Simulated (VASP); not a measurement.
A run of VASP 6.6.1 is set up as follows.

Contents of POSCAR:

```
Sn
1.0
    3.3246800427      0.0000000000      0.0000000000
   -1.6623400214      2.8792573765      0.0000000000
    0.0000000000      0.0000000000      5.6422816086
Sn
2
Direct
    0.3333333333      0.6666666667      0.2500000000
    0.6666666667      0.3333333333      0.7500000000
```

The input INCAR.step1:

```
SYSTEM = Sn
PREC = Accurate
ENCUT = 520
ISMEAR = 0
SIGMA = 0.1
LREAL = .False.
LASPH = .True.
NELM = 80
NBANDS = 21
GGA = PE
ALGO = Normal
EDIFF = 1E-4
LWAVE = .True.
LCHARG = .False.
```

File INCAR.step2:

```
SYSTEM = Sn
PREC = Accurate
ENCUT = 520
EDIFF = 1E-6
ISMEAR = 0
SIGMA = 0.1
LREAL = .False.
LASPH = .True.
NELM = 80
ALGO = Normal
ISIF = 2
LWAVE = .False.
LCHARG = .True.
METAGGA = R2SCAN
LMIXTAU = .True.
LELF = .True.
LVHAR = .True.
NBANDS = 21
ISTART = 1
```

The input KPOINTS:

```
regular mesh
0
Gamma
  21 21 10
  0 0 0
```

Potentials or basis: VASP PAW PBE potentials, release 64 (Sn_d).

Command:

```bash
$ cat potpaw_PBE.64/Sn_d/POTCAR > POTCAR
$ cp INCAR.step1 INCAR
$ mpirun -np 1 vasp_std > vasp.out
$ cp INCAR.step2 INCAR
$ mpirun -np 1 vasp_std > vasp.out
```

Task: Estimate the band gap on the k mesh.

Result: Zero (bands 14 and 15 overlap by 9.15 eV).

Task: What does it give for the pressure?

Result: 0.0 GPa.

Caveat: the PAW data sets were made with another functional, which shifts forces and pressure a little; spin-orbit coupling is left out, which moves the levels of the heavy elements.
